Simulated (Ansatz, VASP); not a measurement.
**One calculation of PbSe, two programs**

The input INCAR:

```
SYSTEM = PbSe
ALGO = Normal ; EDIFF = 1E-6
ENCUT = 520 ; GGA = PE
ISIF = 2 ; ISMEAR = -1
LASPH = .True. ; LCHARG = .False.
LREAL = .False. ; LWAVE = .False.
NBANDS = 28 ; NELM = 80
PREC = Accurate ; SIGMA = 0.05
```

KPOINTS

```
k-points
0
Gamma
  6 6 6
  0 0 0
```

Contents of POSCAR:

```
PbSe
1.0
    0.0000000000     12.0802768063      3.1461408946
    3.1388016084      0.0000000000      3.1461408946
    3.1388016084     12.0802768063      0.0000000000
Pb Se
2 2
Direct
    0.8052670000      0.1907300000      0.8092700000
    0.1907300000      0.8052670000      0.1947330000
    0.2955810000      0.6744230000      0.3255770000
    0.6744230000      0.2955810000      0.7044190000
```

input.yaml

```yaml
crystal:
  lattice:
    - [0.0, 12.0802768063, 3.1461408946]
    - [3.1388016084, 0.0, 3.1461408946]
    - [3.1388016084, 12.0802768063, 0.0]
  atoms:
    - { symbol: Pb, position: [0.805267, 0.19073, 0.80927] }
    - { symbol: Pb, position: [0.19073, 0.805267, 0.194733] }
    - { symbol: Se, position: [0.295581, 0.674423, 0.325577] }
    - { symbol: Se, position: [0.674423, 0.295581, 0.704419] }
hamiltonian:
  xc: pbe
  pseudopotentials: { kind: paw }
kpoints:
  mp_grid: { grid: [6, 6, 6] }
scf:
  occupations: { method: fermi_dirac, width: 0.05 }
output:
  forces: true
  stress: true
  eigenvalues: true
```

Alike in both runs: task single point; functional PBE; k mesh 6 × 6 × 6; occupations fermi-dirac, width 0.05 eV; no spin polarisation.

|  | VASP | Ansatz |
| --- | --- | --- |
| version | VASP 6.6.1 | Ansatz 0.2.0 |
| potentials or method | VASP PAW PBE potentials, release 64 (Pb_d, Se) | Ansatz PAW |
| plane-wave cutoff (eV) | 520 | 420 |
| valence electrons in the cell | 40 | 60 |

|  | VASP | Ansatz | Ansatz less VASP |
| --- | --- | --- | --- |
| gap on the k mesh at the Fermi level (eV) | 1.68 | 1.68 | -0.001 |
| least direct gap on the mesh (eV) | 1.68 | 1.68 | -0.001 |
| pressure (GPa) | -0.5 | -0.5 | +0.01 |
| traceless stress, the component that is largest in VASP (GPa) | 0.07 | 0.06 | -0.013 |
| rms of the force components (eV/Å) | 0.057 | 0.061 | +0.0041 |

Atom by atom the forces differ by 0.004 eV/Å (rms over components). VASP's potentials hold 40 valence electrons a cell and Ansatz's 60, so a difference there can come from the potentials and not from the codes.

Spin-orbit coupling is off throughout.
